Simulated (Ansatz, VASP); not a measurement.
Two plane-wave programs on Al

INCAR

```
ALGO = Fast
EDIFF = 1E-6
ENCUT = 520
GGA = PE
ISIF = 2
ISMEAR = 0
IVDW = 12
LASPH = T
LCHARG = F
LREAL = F
LWAVE = F
NBANDS = 14
NELM = 80
PREC = Accurate
SIGMA = 0.15
```

The input KPOINTS:

```
k-points
0
Gamma
  18 18 4
```

Contents of POSCAR:

```
Al
1.0
    2.8144222649      0.0000000000      0.0000000000
   -1.4072111325      2.4373611784      0.0000000000
    0.0000000000      0.0000000000      9.2410470711
Al
4
Direct
   -0.2551180224     -0.1867593544      0.0000000000
    0.3333333333      0.6666666667      0.2500000000
    0.2551180224      0.1867593544      0.5000000000
    0.6666666667      0.3333333333      0.7500000000
```

Input for Ansatz:

```yaml
crystal:
  lattice:
    - [2.8144222649, 0.0, 0.0]
    - [-1.4072111325, 2.4373611784, 0.0]
    - [0.0, 0.0, 9.2410470711]
  atoms:
    - { symbol: Al, position: [-0.2551180224, -0.1867593544, 0.0] }
    - { symbol: Al, position: [0.3333333333, 0.6666666667, 0.25] }
    - { symbol: Al, position: [0.2551180224, 0.1867593544, 0.5] }
    - { symbol: Al, position: [0.6666666667, 0.3333333333, 0.75] }
basis:
  ecutwfc: 420
kpoints:
  mp_grid: { grid: [18, 18, 4] }
hamiltonian:
  xc: pbe
  pseudopotentials: { kind: paw, azcp: { folder: soft_1 } }
  dispersion: d3bj
scf:
  occupations: { method: gaussian, width: 0.15 }
output:
  forces: true
  stress: true
  eigenvalues: true
```

Change from the starting cell: mode 4 frozen in at -0.455 Å and mode 5 at -0.455 Å (largest displacements).

Alike in both runs: task single point; functional PBE; dispersion D3(BJ); k mesh 18 × 18 × 4; occupations gaussian, width 0.15 eV; no spin polarisation.

|  | VASP | Ansatz |
| --- | --- | --- |
| version | VASP 6.6.1 | Ansatz 0.2.0 |
| potentials or method | VASP PAW PBE potentials, release 64 (Al), cutoff 520 eV | scalar-relativistic, plane waves, PAW |
| valence electrons in the cell | 12 | 12 |

|  | VASP | Ansatz | Ansatz less VASP |
| --- | --- | --- | --- |
| gap on the k mesh at the Fermi level (eV) | none | none | - |
| pressure (GPa) | 3.3 | 3.3 | 0.00 |
| traceless stress, the component that is largest in VASP (GPa) | 5.46 | 5.45 | -0.004 |
| rms of the force components (eV/Å) | 0.344 | 0.344 | 0.0000 |

Atom by atom the forces differ by 0.000 eV/Å (rms over components). A gap of «none» marks a metal or a gap that the smearing closes.
